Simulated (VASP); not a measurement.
# V (Fmmm) in VASP: single point with PBE

Aim: the single point of V with PBE.

All numbers are computed with VASP 6.6.1; they aren't measurements. Logs are shortened: lines on timing, memory, paths and dates and some standing lists are left out, and cuts for length are marked.

## Step 1: The cell of the first run

The structure is orthorhombic, space group Fmmm (No. 69). The conventional cell has a = 3.026 Å, b = 4.239 Å, c = 4.319 Å, α = 90.00°, β = 90.00°, γ = 90.00°. V (site symmetry mmm) has 14 V at 2.60 to 3.03 Å within 3.4 Å.

## Step 2: Single point, PBE (strain +0.0187 x Voigt [0, 0, 0, 0, 0, 1])

File INCAR:

```
SYSTEM = V
PREC = Accurate
ENCUT = 520
EDIFF = 1E-6
ISMEAR = 0
SIGMA = 0.15
LREAL = .False.
LASPH = .True.
NELM = 60
ALGO = Fast
ISIF = 2
LWAVE = .False.
LCHARG = .True.
GGA = PE
LELF = .True.
LVHAR = .True.
NBANDS = 12
```

File KPOINTS:

```
Automatic mesh
0
Gamma
  22 22 22
  0 0 0
```

File POSCAR:

```
V
1.0
   -1.4988534500      1.4988534500      1.5130000000
    1.4988534500     -1.4988534500      1.5130000000
    1.5271465500      1.5271465500     -1.5130000000
V
1
Direct
    0.0000000000      0.0000000000      0.0000000000
```

Potentials or basis: VASP PAW PBE potentials, release 64 (V_sv).

Run with:

```console
cat potpaw_PBE.64/V_sv/POTCAR > POTCAR
mpirun -np 1 vasp_std > vasp.out
```

OUTCAR:

```text
SYSTEM = V
   PREC = Accurate
   ENCUT = 520
   EDIFF = 1E-6
   ISMEAR = 0
   LREAL = .False.
   LASPH = .True.
   NELM = 60
   ISIF = 2
   GGA = PE

 ion  position               nearest neighbor table
   1  0.000  0.000  0.000-

  LATTYP: Found a face centered orthorhombic cell.
 ALAT       =     3.0260000000
 B/A-ratio  =     1.4009906656
 C/A-ratio  =     1.4274364592

  Lattice vectors:

 A1 = (   3.0260000000,   0.0282931000,   0.0000000000)
 A2 = (   1.5271465500,   1.5271465500,   1.5130000000)
 A3 = (   1.4988534500,  -1.4988534500,   1.5130000000)

Analysis of symmetry for initial positions (statically):
=====================================================================
 Subroutine PRICEL returns:
 Original cell was already a primitive cell.

 Routine SETGRP: Setting up the symmetry group for a
 face centered orthorhombic supercell.

 Subroutine GETGRP returns: Found  8 space group operations
 (whereof  8 operations were pure point group operations)
 out of a pool of  8 trial point group operations.

The static configuration has the point symmetry D_2h.

Analysis of symmetry for dynamics (positions and initial velocities):
=====================================================================
 Subroutine PRICEL returns:
 Original cell was already a primitive cell.

 Routine SETGRP: Setting up the symmetry group for a
 face centered orthorhombic supercell.

 Subroutine GETGRP returns: Found  8 space group operations
 (whereof  8 operations were pure point group operations)
 out of a pool of  8 trial point group operations.

The dynamic configuration has the point symmetry D_2h.

 Subroutine INISYM returns: Found  8 space group operations
 (whereof  8 operations are pure point group operations),
 and found     1 'primitive' translations

----------------------------------------------------------------------------------------

                                     Primitive cell

  volume of cell :      13.8528

  direct lattice vectors                    reciprocal lattice vectors
    -1.498853450  1.498853450  1.513000000    -0.003090158  0.330498159  0.330469266
     1.498853450 -1.498853450  1.513000000     0.330498159 -0.003090158  0.330469266
     1.527146550  1.527146550 -1.513000000     0.327408002  0.327408002  0.000000000

  length of vectors
     2.604283458  2.604283458  2.636953198     0.467384765  0.467384765  0.463024836

  position of ions in fractional coordinates (direct lattice)
     0.000000000  0.000000000  0.000000000

  ion indices of the primitive-cell ions
   primitive index   ion index
                 1           1

----------------------------------------------------------------------------------------

 KPOINTS: Automatic mesh

Automatic generation of k-mesh.
 Grid dimensions read from file:
 generate k-points for:   22   22   22

 Generating k-lattice:

  Cartesian coordinates                     Fractional coordinates (reciprocal lattice)
    -0.000140462  0.015022644  0.015021330     0.045454545 -0.000000000  0.000000000
     0.015022644 -0.000140462  0.015021330    -0.000000000  0.045454545  0.000000000
     0.014882182  0.014882182  0.000000000     0.000000000  0.000000000  0.045454545

  Length of vectors
     0.021244762  0.021244762  0.021046583

  Shift w.r.t. Gamma in fractional coordinates (k-lattice)
     0.000000000  0.000000000  0.000000000

 Subroutine IBZKPT returns following result:
 ===========================================

 Found   1530 irreducible k-points:

 Following reciprocal coordinates:
            Coordinates               Weight
  0.000000  0.000000  0.000000      1.000000
  0.045455  0.000000 -0.000000      8.000000
  0.090909  0.000000 -0.000000      8.000000
  0.136364 -0.000000 -0.000000      8.000000
  0.181818  0.000000 -0.000000      8.000000
  0.227273 -0.000000 -0.000000      8.000000
[... 16 lines left out ...]
  0.500000  0.045455  0.000000      8.000000
 -0.454545  0.045455  0.000000      8.000000
 [... further k-points ...]
   k-points           NKPTS =   1530   k-points in BZ     NKDIM =   1530   number of bands    NBANDS=     12
   number of dos      NEDOS =    301   number of ions     NIONS =      1
   total plane-waves  NPLWV =   8000
   dimension x,y,z NGX =    20 NGY =   20 NGZ =   20
   dimension x,y,z NGXF=    40 NGYF=   40 NGZF=   40
   ions per type =               1
   NGX,Y,Z   is equivalent  to a cutoff of  12.77, 12.77, 12.61 a.u.
   NGXF,Y,Z  is equivalent  to a cutoff of  25.53, 25.53, 25.22 a.u.
 SYSTEM =  V
   PREC   = accura    normal or accurate (medium, high low for compatibility)
   ISTART =      0    job   : 0-new  1-cont  2-samecut
   ICHARG =      2    charge: 1-file 2-atom 10-const
   ISPIN  =      1    spin polarized calculation?
   LNONCOLLINEAR =      F non collinear calculations
   LSORBIT =      F    spin-orbit coupling
   LASPH  =      T    aspherical Exc in radial PAW
   ENCUT  =  520.0 eV  38.22 Ry    6.18 a.u.   4.84  4.84  4.90*2*pi/ulx,y,z
   NELM   =     60;   NELMIN=  2; NELMDL= -5     # of ELM steps
   EDIFF  = 0.1E-05   stopping-criterion for ELM
   LREAL  =      F    real-space projection
   EDIFFG = 0.1E-04   stopping-criterion for IOM
   NSW    =      0    number of steps for IOM
   IBRION =     -1    ionic relax: 0-MD 1-quasi-New 2-CG
   NFREE  =      0    steps in history (QN), initial steepest desc. (CG)
   ISIF   =      2    stress and relaxation
   ISYM   =      2    0-nonsym 1-usesym 2-fastsym
   POTIM  = 0.5000    time-step for ionic-motion
   TEBEG  =    0.0;   TEEND  =   0.0 temperature during run
   PSTRESS=    0.0 pullay stress
   NELECT =      13.0000    total number of electrons
   NUPDOWN=      -1.0000    fix difference up-down
   EMIN   =  10.00;   EMAX   =-10.00  energy-range for DOS
   EFERMI =   0.00;   METHOD = LEGACY
   ISMEAR =     0;   SIGMA  =   0.15  broadening in eV -4-tet -1-fermi 0-gaus
   EFERMI_NEDOS =   21; number of points for ismear=-14 and -15
   IALGO  =     68    algorithm
   IMIX   =      4    mixing-type and parameters
     AMIX     =   0.40;   BMIX     =  1.00
     AMIX_MAG =   1.60;   BMIX_MAG =  1.00
  volume/ion in A,a.u.               =      13.85        93.48
  Fermi-wavevector in a.u.,A,eV,Ry     =   1.602789  3.028832 34.952449  2.568932
  Thomas-Fermi vector in A             =   2.699554
   LORBIT       =      0    0 simple, 1 ext, 2 COOP (PROOUT), +10 PAW based schemes
   GGA     = PE    functional components
   LHFCALC =     F    Hartree Fock is set to
   AEXX    =    0.0000 exact exchange contribution
   IVDW    =     0    specifies the selected vdW correction
   LEPSILON=     F    determine dielectric tensor
   LRPA    =     F    only Hartree local field effects (RPA)
 non-spin polarized calculation
 RMM-DIIS sequential band-by-band and
 Gauss-broadening in eV      SIGMA  =   0.15
  energy-cutoff  :      520.00
  volume of cell :       13.85
 maximum number of plane-waves:       384
   NGX =  9   NGY =  9   NGZ =  9

 number of electron      12.9999996 magnetization

 Free energy of the ion-electron system (eV)
  ---------------------------------------------------
  ext. energy  EPLUGINS =         0.00000000
  ---------------------------------------------------
  free energy    TOTEN  =        -8.99575360 eV

  energy without entropy =       -8.97443068  energy(sigma->0) =       -8.98509214

 E-fermi :   9.3677     XC(G=0): -12.7531

 val. band max:        9.3675992397   @ k =  -0.4545   0.3182  -0.0000
 cond. band min:       9.3695023868   @ k =  -0.2727   0.2727   0.0455
 fundamental gap:      0.0019031470
 Fermi energy:         9.3677218536

 k-point     1 :       0.0000    0.0000    0.0000
  band No.  band energies     occupation
      1     -54.3919      2.00000
      2     -27.7581      2.00000
      3     -27.7349      2.00000
      4     -27.7132      2.00000
      5       2.8384      2.00000
      6       9.6687      0.00455
      7       9.7605      0.00021
      8       9.8655      0.00000
      9      11.7084      0.00000
     10      11.7148      0.00000
     11      29.4089      0.00000
     12      29.6735      0.00000

 k-point     2 :       0.0455    0.0000   -0.0000
  band No.  band energies     occupation
      1     -54.3884      2.00000
      2     -27.7664      2.00000
      3     -27.7436      2.00000
      4     -27.7189      2.00000
      5       2.9202      2.00000
      6       9.6637      0.00526
      7       9.7695      0.00015
      8       9.8779      0.00000
      9      11.6693      0.00000
     10      11.7153      0.00000
     11      29.3712      0.00000
     12      29.5563      0.00000

 k-point     3 :       0.0909    0.0000   -0.0000
  band No.  band energies     occupation
      1     -54.3780      2.00000
      2     -27.8071      2.00000
      3     -27.7620      2.00000
      4     -27.7264      2.00000
      5       3.1612      2.00000
      6       9.5998      0.02865
      7       9.7472      0.00035
      8      10.0075      0.00000
      9      11.5666      0.00000
     10      11.7219      0.00000
     11      28.9763      0.00000
     12      29.4859      0.00000
[... 286 lines left out ...]
 k-point    23 :       0.5000    0.0455    0.0000
  band No.  band energies     occupation
      1     -54.2147      2.00000
      2     -28.5497      2.00000
      3     -27.9979      2.00000
      4     -27.7473      2.00000
      5       6.3336      2.00000
      6       8.3025      2.00000
      7      10.6479      0.00000
      8      11.6887      0.00000
      9      12.1472      0.00000
     10      13.4405      0.00000
     11      19.2590      0.00000
     12      25.0155      0.00000

 k-point    24 :      -0.4545    0.0455    0.0000
  band No.  band energies     occupation
      1     -54.2216      2.00000
      2     -28.5200      2.00000
      3     -27.9871      2.00000
      4     -27.7468      2.00000
      5       6.3164      2.00000
      6       8.3541      2.00000
      7      10.3090      0.00000
      8      11.6810      0.00000
      9      12.0884      0.00000
     10      13.2442      0.00000
     11      19.8651      0.00000
     12      25.2161      0.00000

 [... further k-points ...]

------------------------ aborting loop because EDIFF is reached ----------------------------------------

  FORCE on cell =-STRESS in cart. coord.  units (eV):
  Direction    XX          YY          ZZ          XY          YZ          ZX
  --------------------------------------------------------------------------------------
  -------------------------------------------------------------------------------------
  Total       -0.4073128     -0.4073128     -0.4020502     -0.0324156      0.0000000      0.0000000
  in kB      -47.1085629    -47.1085629    -46.4999093     -3.7490895      0.0000000      0.0000000
  external PRESSURE =     -46.9056784 kB  Pullay stress =       0.0000000 kB

 VOLUME and BASIS-vectors are now :
 -----------------------------------------------------------------------------
  energy-cutoff  :      520.00
  volume of cell :       13.85
      direct lattice vectors                 reciprocal lattice vectors
    -1.498853450  1.498853450  1.513000000    -0.003090158  0.330498159  0.330469266
     1.498853450 -1.498853450  1.513000000     0.330498159 -0.003090158  0.330469266
     1.527146550  1.527146550 -1.513000000     0.327408002  0.327408002  0.000000000

 POSITION                                       TOTAL-FORCE (eV/Angst)
 -----------------------------------------------------------------------------------
      0.00000      0.00000      0.00000         0.000000      0.000000     -0.000000
 -----------------------------------------------------------------------------------
    total drift:                                0.000000     -0.000000      0.000000

  FREE ENERGIE OF THE ION-ELECTRON SYSTEM (eV)
  ---------------------------------------------------
  free  energy   TOTEN  =        -8.9957535990 eV

  energy  without entropy=       -8.9744306770  energy(sigma->0) =       -8.98509214
```

Run time: 6.4 min. Hardware: 1 thread of AMD EPYC, shared host; peak memory 0.3 GiB.

Results:

```
Free energy : -8.9958 eV
Pressure    : -4.7 GPa
```

Stress tensor (GPa, compression positive):
```
-4.71 -0.37  0.00
-0.37 -4.71  0.00
 0.00  0.00 -4.65
```

Levels at points of the mesh, in eV from the Fermi level:
```csv
k point,band 3,band 4,band 5,band 6,band 7,band 8,band 9,band 10,band 11,band 12
"(0.00, 0.00, 0.00)",-37.10,-37.08,-6.53,0.30,0.39,0.50,2.34,2.35,20.04,20.31
"(0.50, 0.00, 0.00)",-37.36,-37.11,-3.08,-1.08,1.54,2.33,2.68,3.96,9.82,15.66
"(0.50, 0.50, 0.00)",-37.38,-37.13,-3.08,-1.05,1.70,2.28,2.61,4.02,9.99,15.52
"(0.00, 0.00, 0.50)",-37.34,-37.09,-3.09,-1.11,1.38,2.39,2.75,3.90,9.65,15.83
"(0.50, 0.50, 0.50)",-37.67,-37.65,-2.87,-2.87,3.49,3.58,3.68,9.89,9.94,10.00
```

Caveat: the cell differs from its parent crystal (strain +0.0187 x Voigt [0, 0, 0, 0, 0, 1]).
